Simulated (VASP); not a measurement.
A run of VASP 6.6.1:

The input INCAR:

```
PREC = Accurate ; ENCUT = 520
EDIFF = 1E-7 ; ISMEAR = 0
SIGMA = 0.15 ; LREAL = False
LASPH = True ; NELM = 100
ALGO = Fast ; ISIF = 2
LWAVE = False ; LCHARG = False
GGA = PE ; NBANDS = 12
```

The input KPOINTS:

```
Automatic mesh
0
Gamma
  22 22 22
```

The input POSCAR:

```
Au
1.0
    0.0000000000      2.0455000000      2.0455000000
    2.0455000000      0.0000000000      2.0455000000
    2.0455000000      2.0455000000      0.0000000000
Au
1
Direct
    0.0000000000      0.0000000000      0.0000000000
```

Potentials or basis: VASP PAW PBE potentials, release 64 (Au).

The run is started by

```sh
$ cat potpaw_PBE.64/Au/POTCAR > POTCAR
$ mpirun -np 1 vasp_std > vasp.out
```

Hardware: 1 thread of AMD EPYC 9R45 96-Core Processor (Zen 5), with other jobs on the host.

Q: How long does it take, and how much memory?

A: Wall time 54 s on 1 thread of AMD EPYC 9R45 96-Core Processor (Zen 5) (shared host), peak memory 0.16 GiB. Counts: scf iterations 16, k points 328.
